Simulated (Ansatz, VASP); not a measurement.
# Au4S in VASP and in Ansatz

```
S Au
1.0
     4.69382    0.00000    0.00000
     0.00000    4.69382    0.00000
     0.00000    0.00000    4.69382
S Au
1 4
Direct
  0.00000 0.00000 0.00000
  0.29142 0.29142 0.29142
  0.70858 0.70858 0.29142
  0.70858 0.29142 0.70858
  0.29142 0.70858 0.70858
```

Change from the starting cell: ordered vacancies on the anion sites of cuprite (P-43m, No. 215).

Alike in both runs: functional PBE; k mesh 4 × 4 × 4; occupations gaussian, width 0.1 eV; no spin polarisation.

Ansatz relaxed the structure, and its values are those at the end. VASP's run is a single point on that final structure, the one shown.

|  | VASP | Ansatz |
| --- | --- | --- |
| version | VASP 6.6.1 | Ansatz 0.2.0 |
| potentials or method | VASP PAW PBE potentials, release 64 (S, Au), cutoff 520 eV | scalar-relativistic, plane waves, PAW |
| valence electrons in the cell | 50 | 82 |

VASP gave:

* gap on the k mesh at the Fermi level (eV): 0.35
* least direct gap on the mesh (eV): 0.57
* pressure (GPa): -0.4
* rms of the force components (eV/Å): 0.030

Question: What did Ansatz give for the same quantities?

Answer: gap on the k mesh at the Fermi level (eV): 0.33; least direct gap on the mesh (eV): 0.56; pressure (GPa): -0.2; rms of the force components (eV/Å): 0.032.

VASP's potentials hold 50 valence electrons a cell and Ansatz's 82, so a difference there can come from the potentials and not from the codes.

Neither program's run includes spin-orbit coupling.
